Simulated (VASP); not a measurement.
**Ge: single point with BLYP**

Ge:

```
CELL_PARAMETERS angstrom
-2.57449 2.57449 1.39741
2.57449 -2.57449 1.39741
2.57449 2.57449 -1.39741
ATOMIC_POSITIONS crystal
Ge 0.50000 0.50000 0.00000
Ge 0.25000 0.75000 0.50000
```

```json
{
 "Program": "VASP 6.6.1",
 "Task": "single point",
 "Functional": "BLYP",
 "Potentials or basis": "VASP PAW PBE potentials, release 64 (Ge_d)",
 "Cutoff": "520 eV",
 "k mesh": "11 × 11 × 11",
 "Occupations": "fermi-dirac, width 0.05 eV",
 "Spin": "no spin polarisation",
 "Dipole correction": "no",
 "Further INCAR settings": "ALGO = Normal; EDIFF = 1e-06; NBANDS = 21"
}
```

The pressure is 9.7 GPa and the band gap on the k mesh is zero (bands 14 and 15 overlap by 4.51 eV).

Stress tensor (GPa, compression positive):
```
9.70 0.00 0.00
0.00 9.70 0.00
0.00 0.00 9.57
```

Levels at points of the mesh, in eV from the Fermi level:
```csv
k point,band 11,band 12,band 13,band 14,band 15,band 16,band 17,band 18
"(0.00, 0.00, 0.00)",-13.29,-4.27,-2.33,-2.33,3.73,7.46,7.46,7.97
```

Wall time 48 s on 1 thread of Intel(R) Xeon(R) 6975P-C (Granite Rapids), with other jobs on the host, peak memory 0.21 GiB.

Caveat: the cell stands under pressure; the PAW data sets were made with another functional, which shifts forces and pressure a little.
